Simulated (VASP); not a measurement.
**Be3ZnSe4: single point with PBE**

Crystal: Be3ZnSe4.

```xyz
8
Lattice="5.3200 0.0000 0.0000 0.0000 5.3200 0.0000 0.0000 0.0000 5.3200" Properties=species:S:1:pos:R:3 pbc="T T T"
Be    2.6600    0.0000    2.6600
Be    2.6600    2.6600    0.0000
Be    0.0000    2.6600    2.6600
Zn    0.0000    0.0000    0.0000
Se    1.3979    3.9221    3.9221
Se    1.3979    1.3979    1.3979
Se    3.9221    3.9221    1.3979
Se    3.9221    1.3979    3.9221
```

- Program: VASP 6.6.1
- Task: single point
- Functional: PBE
- Potentials or basis: VASP PAW PBE potentials, release 64 (Be, Zn, Se)
- Cutoff: 600 eV
- k mesh: 4 × 4 × 4
- Occupations: gaussian, width 0.02 eV
- Spin: no spin polarisation

The pressure is 0.2 GPa, the largest force is 0.017 eV/Å and the band gap on the k mesh is 2.75 eV, direct.

Forces on the atoms (eV/Å):
```
Be   0.000  0.000  0.000
Be   0.000  0.000  0.000
Be   0.000  0.000  0.000
Zn   0.000  0.000  0.000
Se   0.010 -0.010 -0.010
Se   0.010  0.010  0.010
Se  -0.010 -0.010  0.010
Se  -0.010  0.010 -0.010
```

Levels at points of the mesh, in eV from the valence-band top:
```tsv
k point	band 17	band 18	band 19	band 20	band 21	band 22	band 23	band 24	band 25	band 26
(0.00, 0.00, 0.00)	-2.42	-2.42	0.00	0.00	0.00	2.75	2.75	2.75	2.95	3.53
(0.50, 0.00, 0.00)	-2.61	-1.74	-1.74	-1.15	-1.15	3.52	4.03	4.96	5.14	5.82
(0.50, 0.50, 0.00)	-2.86	-1.59	-1.08	-0.79	-0.79	4.50	4.63	4.63	5.31	6.54
(0.50, 0.50, 0.50)	-1.20	-1.20	-0.58	-0.58	-0.58	3.10	3.82	3.82	3.82	5.58
```

Wall time 120 s on 1 thread of AMD EPYC 9R45, on a shared host, peak memory 0.31 GiB.

A k mesh can miss the band edges. As with any semilocal functional, this PBE gap is likely too small.
